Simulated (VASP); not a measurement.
A run of VASP 6.6.1 is set up as follows.

The input INCAR:

```
ALGO = Normal
EDIFF = 1E-6
ENCUT = 520
GGA = PS
ISIF = 2
ISMEAR = -1
LASPH = True
LCHARG = False
LREAL = False
LWAVE = False
NBANDS = 20
NELM = 100
PREC = Accurate
SIGMA = 0.1
```

File KPOINTS:

```
k-points
0
Gamma
  16 16 14
```

Contents of POSCAR:

```
TiRh
1.0
    2.8129310915      0.0000000000      0.0000000000
    0.0000000000      2.8129310915      0.0000000000
    0.0000000000      0.0000000000      3.2627317200
Ti Rh
1 1
Direct
    0.5000000000      0.5000000000      0.5000000000
    0.0000000000      0.0000000000      0.0000000000
```

Potentials or basis: VASP PAW PBE potentials, release 64 (Ti_sv, Rh_pv).

The run is started by

```sh
$ cat potpaw_PBE.64/Ti_sv/POTCAR potpaw_PBE.64/Rh_pv/POTCAR > POTCAR
$ mpirun -np 1 vasp_std > vasp.out
```

Q: What does it give for the pressure?

A: 29.8 GPa.

Caveat: the PAW data sets were made with another functional, which shifts forces and pressure a little.
